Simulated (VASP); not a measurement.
# ZnSe (zincblende type) (F-43m) in VASP: a series of runs

Runs on ZnSe (zincblende type). Level: PBE. Tasks: single point.

All numbers are computed with VASP 6.6.1; they aren't measurements. Logs are shortened: lines on timing, memory, paths and dates and some standing lists are left out, and cuts for length are marked.

## 1. The cell of the first run

It takes space group F-43m (No. 216, cubic). Conventional cell: a = 4.697 Å, b = 4.697 Å, c = 4.697 Å, α = 90.00°, β = 90.00°, γ = 90.00°. Zn (site symmetry -43m) has 4 Se at 2.03 Å within 2.7 Å. Within 2.7 Å of Se (site symmetry -43m) lie 4 Zn at 2.03 Å.

## 2. Single point, PBE (volume scaled by 0.55)

Contents of INCAR:

```
SYSTEM = ZnSe
PREC = Accurate ; ENCUT = 520
EDIFF = 1E-7 ; ISMEAR = -1
SIGMA = 0.1 ; LREAL = .False.
LASPH = .True. ; NELM = 80
ALGO = Normal ; ISIF = 2
LWAVE = .False. ; LCHARG = .False.
GGA = PE ; NBANDS = 16
```

Contents of KPOINTS:

```
regular mesh
0
Gamma
  11 11 11
  0 0 0
```

Contents of POSCAR:

```
ZnSe
1.0
    0.0000000000      2.3484696049      2.3484696049
    2.3484696049      0.0000000000      2.3484696049
    2.3484696049      2.3484696049      0.0000000000
Zn Se
1 1
Direct
    0.0000000000      0.0000000000      0.0000000000
    0.2500000000      0.2500000000      0.2500000000
```

Potentials or basis: VASP PAW PBE potentials, release 64 (Zn, Se).

Command:

```bash
$ cat potpaw_PBE.64/Zn/POTCAR potpaw_PBE.64/Se/POTCAR > POTCAR
$ mpirun -np 1 vasp_std > vasp.out
```

OUTCAR:

```text
SYSTEM = ZnSe
   PREC = Accurate
   ENCUT = 520
   EDIFF = 1E-7
   ISMEAR = -1
   LREAL = .False.
   LASPH = .True.
   NELM = 80
   ISIF = 2
   GGA = PE

 ion  position               nearest neighbor table
   1  0.000  0.000  0.000-   2 2.03   2 2.03   2 2.03   2 2.03
   2  0.250  0.250  0.250-   1 2.03   1 2.03   1 2.03   1 2.03

  LATTYP: Found a face centered cubic cell.
 ALAT       =     4.6969392098

  Lattice vectors:

 A1 = (   0.0000000000,   2.3484696049,   2.3484696049)
 A2 = (   2.3484696049,   0.0000000000,   2.3484696049)
 A3 = (   2.3484696049,   2.3484696049,   0.0000000000)

Analysis of symmetry for initial positions (statically):
=====================================================================
 Subroutine PRICEL returns:
 Original cell was already a primitive cell.

 Routine SETGRP: Setting up the symmetry group for a
 face centered cubic supercell.

 Subroutine GETGRP returns: Found 24 space group operations
 (whereof 24 operations were pure point group operations)
 out of a pool of 48 trial point group operations.

The static configuration has the point symmetry T_d .

Analysis of symmetry for dynamics (positions and initial velocities):
=====================================================================
 Subroutine PRICEL returns:
 Original cell was already a primitive cell.

 Routine SETGRP: Setting up the symmetry group for a
 face centered cubic supercell.

 Subroutine GETGRP returns: Found 24 space group operations
 (whereof 24 operations were pure point group operations)
 out of a pool of 48 trial point group operations.

The dynamic configuration has the point symmetry T_d .

 Subroutine INISYM returns: Found 24 space group operations
 (whereof 24 operations are pure point group operations),
 and found     1 'primitive' translations

----------------------------------------------------------------------------------------

                                     Primitive cell

  volume of cell :      25.9051

  direct lattice vectors                    reciprocal lattice vectors
     0.000000000  2.348469605  2.348469605    -0.212904608  0.212904608  0.212904608
     2.348469605  0.000000000  2.348469605     0.212904608 -0.212904608  0.212904608
     2.348469605  2.348469605  0.000000000     0.212904608  0.212904608 -0.212904608

  length of vectors
[... 80 lines left out ...]
   ENCUT  =  520.0 eV  38.22 Ry    6.18 a.u.   6.18  6.18  6.18*2*pi/ulx,y,z
   NELM   =     80;   NELMIN=  2; NELMDL= -5     # of ELM steps
   EDIFF  = 0.1E-06   stopping-criterion for ELM
   LREAL  =      F    real-space projection
   EDIFFG = 0.1E-05   stopping-criterion for IOM
   NSW    =      0    number of steps for IOM
   IBRION =     -1    ionic relax: 0-MD 1-quasi-New 2-CG
   NFREE  =      0    steps in history (QN), initial steepest desc. (CG)
   ISIF   =      2    stress and relaxation
   ISYM   =      2    0-nonsym 1-usesym 2-fastsym
   POTIM  = 0.5000    time-step for ionic-motion
   TEBEG  =    0.0;   TEEND  =   0.0 temperature during run
   PSTRESS=    0.0 pullay stress
   NELECT =      18.0000    total number of electrons
   NUPDOWN=      -1.0000    fix difference up-down
   EMIN   =  10.00;   EMAX   =-10.00  energy-range for DOS
   EFERMI =   0.00;   METHOD = LEGACY
   ISMEAR =    -1;   SIGMA  =   0.10  broadening in eV -4-tet -1-fermi 0-gaus
   EFERMI_NEDOS =   21; number of points for ismear=-14 and -15
   IALGO  =     38    algorithm
   IMIX   =      4    mixing-type and parameters
     AMIX     =   0.40;   BMIX     =  1.00
     AMIX_MAG =   1.60;   BMIX_MAG =  1.00
  volume/ion in A,a.u.               =      12.95        87.41
  Fermi-wavevector in a.u.,A,eV,Ry     =   1.450009  2.740120 28.606608  2.102526
  Thomas-Fermi vector in A             =   2.567670
   LORBIT       =      0    0 simple, 1 ext, 2 COOP (PROOUT), +10 PAW based schemes
   GGA     = PE    functional components
   LHFCALC =     F    Hartree Fock is set to
   AEXX    =    0.0000 exact exchange contribution
   IVDW    =     0    specifies the selected vdW correction
   LEPSILON=     F    determine dielectric tensor
   LRPA    =     F    only Hartree local field effects (RPA)
 non-spin polarized calculation
  energy-cutoff  :      520.00
  volume of cell :       25.91
 maximum number of plane-waves:       725
 NGX is ok and might be reduce to    28
   NGX = 13   NGY = 13   NGZ = 13

 number of electron      17.9999990 magnetization

 Free energy of the ion-electron system (eV)
  ---------------------------------------------------
  ext. energy  EPLUGINS =         0.00000000
  ---------------------------------------------------
  free energy    TOTEN  =        -0.93528713 eV

  energy without entropy =       -0.93524113  energy(sigma->0) =       -0.93526413

 E-fermi :   9.0361     XC(G=0): -12.1542

 val. band max:        8.4749929757   @ k =   0.0000   0.0000   0.0000
 cond. band min:       9.6208134215   @ k =   0.4545   0.4545   0.0000
 fundamental gap:      1.1458204458
 Fermi energy:         9.0361339791

 k-point     1 :       0.0000    0.0000    0.0000
  band No.  band energies     occupation
      1     -10.3570      2.00000
      2      -2.0655      2.00000
      3      -2.0655      2.00000
      4      -2.0655      2.00000
      5      -1.0087      2.00000
      6      -1.0087      2.00000
[... 433 lines left out ...]
      3      -1.8975      2.00000
      4      -1.8607      2.00000
      5      -1.0867      2.00000
      6      -0.9409      2.00000
[... 8 lines left out ...]
     15      22.4828      0.00000
     16      23.7135      0.00000

 [... further k-points ...]

------------------------ aborting loop because EDIFF is reached ----------------------------------------

  FORCE on cell =-STRESS in cart. coord.  units (eV):
  Direction    XX          YY          ZZ          XY          YZ          ZX
  --------------------------------------------------------------------------------------
  -------------------------------------------------------------------------------------
  Total       21.5002392     21.5002392     21.5002392     -0.0000000     -0.0000000     -0.0000000
  in kB     1329.7470888   1329.7470888   1329.7470888     -0.0000000     -0.0000000     -0.0000000
  external PRESSURE =    1329.7470888 kB  Pullay stress =       0.0000000 kB

 VOLUME and BASIS-vectors are now :
 -----------------------------------------------------------------------------
  energy-cutoff  :      520.00
  volume of cell :       25.91
      direct lattice vectors                 reciprocal lattice vectors
     0.000000000  2.348469605  2.348469605    -0.212904608  0.212904608  0.212904608
     2.348469605  0.000000000  2.348469605     0.212904608 -0.212904608  0.212904608
     2.348469605  2.348469605  0.000000000     0.212904608  0.212904608 -0.212904608

 POSITION                                       TOTAL-FORCE (eV/Angst)
 -----------------------------------------------------------------------------------
      0.00000      0.00000      0.00000        -0.000000     -0.000000     -0.000000
      1.17423      1.17423      1.17423         0.000000      0.000000      0.000000
 -----------------------------------------------------------------------------------
    total drift:                                0.000002      0.000002      0.000001

  FREE ENERGIE OF THE ION-ELECTRON SYSTEM (eV)
  ---------------------------------------------------
  free  energy   TOTEN  =        -0.9352871337 eV

  energy  without entropy=       -0.9352411278  energy(sigma->0) =       -0.93526413
```

stdout:

```text
POSCAR found type information on POSCAR ZnSe
 POSCAR found :  2 types and       2 ions
 scaLAPACK will be used
 LDA part: xc-table for (Slater+PW92), standard interpolation
 POSCAR, INCAR and KPOINTS ok, starting setup
 FFT: planning ... GRIDC
 FFT: planning ... GRID_SOFT
 FFT: planning ... GRID
 WAVECAR not read
 entering main loop
```

Wall time 79 s (1 thread of AMD EPYC 7R13, shared host); peak memory 0.14 GiB.

Results:

```
Free energy            : -0.9353 eV
Pressure               : 133.0 GPa
Band gap on the k mesh : 1.15 eV, indirect (least direct gap 3.90 eV)
```

Levels at points of the mesh, in eV from the valence-band top:
```
           k point  band 5  band 6  band 7  band 8  band 9  band 10  band 11  band 12  band 13  band 14
(0.00, 0.00, 0.00)   -9.48   -9.48    0.00    0.00    0.00     3.90     4.97     4.97     4.97    11.84
```

 A k mesh can miss the band edges.

## 3. Single point, PBE (volume scaled by 0.55, level accurate)

Contents of INCAR:

```
PREC = Accurate
ENCUT = 520
EDIFF = 1E-6
ISMEAR = -1
SIGMA = 0.1
LREAL = F
LASPH = T
NELM = 80
ALGO = Normal
ISIF = 2
LWAVE = F
LCHARG = F
GGA = PE
NBANDS = 16
```

Contents of KPOINTS:

```
regular mesh
0
Gamma
  11 11 11
```

POSCAR is that of step 2.

Potentials or basis: VASP PAW PBE potentials, release 64 (Zn, Se).

Command:

```bash
$ cat potpaw_PBE.64/Zn/POTCAR potpaw_PBE.64/Se/POTCAR > POTCAR
$ mpirun -np 1 vasp_std > vasp.out
```

OUTCAR:

```text
PREC = Accurate
   ENCUT = 520
   EDIFF = 1E-6
   ISMEAR = -1
   LREAL = F
   LASPH = T
   NELM = 80
   ISIF = 2
   GGA = PE

 ion  position               nearest neighbor table
   1  0.000  0.000  0.000-   2 2.03   2 2.03   2 2.03   2 2.03
   2  0.250  0.250  0.250-   1 2.03   1 2.03   1 2.03   1 2.03

  LATTYP: Found a face centered cubic cell.
 ALAT       =     4.6969392098

  Lattice vectors:

[... 639 lines left out ...]
     16      23.7134      0.00000

 [... further k-points ...]

------------------------ aborting loop because EDIFF is reached ----------------------------------------

  FORCE on cell =-STRESS in cart. coord.  units (eV):
  Direction    XX          YY          ZZ          XY          YZ          ZX
  --------------------------------------------------------------------------------------
  -------------------------------------------------------------------------------------
  Total       21.5023337     21.5023337     21.5023337     -0.0000000     -0.0000000      0.0000000
  in kB     1329.8766246   1329.8766246   1329.8766246     -0.0000000     -0.0000000      0.0000000
  external PRESSURE =    1329.8766246 kB  Pullay stress =       0.0000000 kB

 VOLUME and BASIS-vectors are now :
 -----------------------------------------------------------------------------
  energy-cutoff  :      520.00
  volume of cell :       25.91
      direct lattice vectors                 reciprocal lattice vectors
     0.000000000  2.348469605  2.348469605    -0.212904608  0.212904608  0.212904608
     2.348469605  0.000000000  2.348469605     0.212904608 -0.212904608  0.212904608
     2.348469605  2.348469605  0.000000000     0.212904608  0.212904608 -0.212904608

 POSITION                                       TOTAL-FORCE (eV/Angst)
 -----------------------------------------------------------------------------------
      0.00000      0.00000      0.00000        -0.000000     -0.000000      0.000000
      1.17423      1.17423      1.17423         0.000000      0.000000     -0.000000
 -----------------------------------------------------------------------------------
    total drift:                                0.000002      0.000002      0.000001

  FREE ENERGIE OF THE ION-ELECTRON SYSTEM (eV)
  ---------------------------------------------------
  free  energy   TOTEN  =        -0.9352870480 eV

  energy  without entropy=       -0.9352410515  energy(sigma->0) =       -0.93526405
```

OSZICAR:

```text
N       E                     dE             d eps       ncg     rms          rms(c)
DAV:   1     0.965557516675E+02    0.96556E+02   -0.92050E+03  1808   0.156E+03
DAV:   2     0.334500224397E+01   -0.93211E+02   -0.87794E+02  1960   0.286E+02
DAV:   3    -0.145001719520E+01   -0.47950E+01   -0.47793E+01  2176   0.623E+01
DAV:   4    -0.147718013306E+01   -0.27163E-01   -0.27161E-01  2072   0.471E+00
DAV:   5    -0.147726689963E+01   -0.86767E-04   -0.86766E-04  2296   0.268E-01    0.154E+01
DAV:   6    -0.102531084215E+01    0.45196E+00   -0.71133E-01  2344   0.361E+01    0.103E+01
DAV:   7    -0.943536492876E+00    0.81774E-01   -0.37388E-01  2312   0.774E+00    0.352E+00
DAV:   8    -0.936555564560E+00    0.69809E-02   -0.16450E-02  2728   0.400E+00    0.649E-01
DAV:   9    -0.935281348482E+00    0.12742E-02   -0.37367E-03  1968   0.512E-01    0.904E-02
DAV:  10    -0.935263609441E+00    0.17739E-04   -0.31781E-04  2288   0.175E-01    0.596E-02
DAV:  11    -0.935287088053E+00   -0.23479E-04   -0.20866E-05  2040   0.476E-02    0.318E-02
DAV:  12    -0.935286944471E+00    0.14358E-06   -0.14376E-05  2360   0.527E-02    0.447E-03
DAV:  13    -0.935287047971E+00   -0.10350E-06   -0.15639E-06  1672   0.136E-02
   1 F= -.93528705E+00 E0= -.93526405E+00  d E =-.459965E-04
```

Wall time 67 s (1 thread of AMD EPYC 7R13, shared host); peak memory 0.14 GiB.

Results:

- Free energy: -0.9353 eV
- Pressure: 133.0 GPa
- Band gap on the k mesh: 1.15 eV, indirect (least direct gap 3.90 eV)

Levels at points of the mesh, in eV from the valence-band top:
```csv
k point,band 5,band 6,band 7,band 8,band 9,band 10,band 11,band 12,band 13,band 14
"(0.00, 0.00, 0.00)",-9.48,-9.48,0.00,0.00,0.00,3.90,4.97,4.97,4.97,11.84
```

## 4. Single point, PBE (volume scaled by 0.64)

Contents of INCAR:

```
PREC = Accurate
ENCUT = 520
EDIFF = 1E-6
ISMEAR = -1
SIGMA = 0.1
LREAL = False
LASPH = True
NELM = 100
ALGO = Normal
ISIF = 2
LWAVE = False
LCHARG = False
GGA = PE
NBANDS = 16
```

Contents of KPOINTS:

```
Automatic mesh
0
Gamma
  11 11 11
```

Contents of POSCAR:

```
ZnSe
1.0
    0.0000000000      2.4701540491      2.4701540491
    2.4701540491      0.0000000000      2.4701540491
    2.4701540491      2.4701540491      0.0000000000
Zn Se
1 1
Direct
    0.0000000000      0.0000000000      0.0000000000
    0.2500000000      0.2500000000      0.2500000000
```

Command:

```bash
$ cat potpaw_PBE.64/Zn/POTCAR potpaw_PBE.64/Se/POTCAR > POTCAR
$ mpirun -np 1 vasp_std > vasp.out
```

It took 72 s on 1 thread of AMD EPYC 7R13, shared host; peak memory 0.14 GiB.

It converged, with:

| Item | Value |
| --- | --- |
| Free energy | -3.5395 eV |
| Pressure | 70.6 GPa |
| Band gap on the k mesh | 1.76 eV, indirect (least direct gap 3.17 eV) |

Levels at points of the mesh, in eV from the valence-band top:
```csv
k point,band 5,band 6,band 7,band 8,band 9,band 10,band 11,band 12,band 13,band 14
"(0.00, 0.00, 0.00)",-8.21,-8.21,0.00,0.00,0.00,3.17,5.33,5.33,5.33,11.43
```

 A k mesh can miss the band edges.
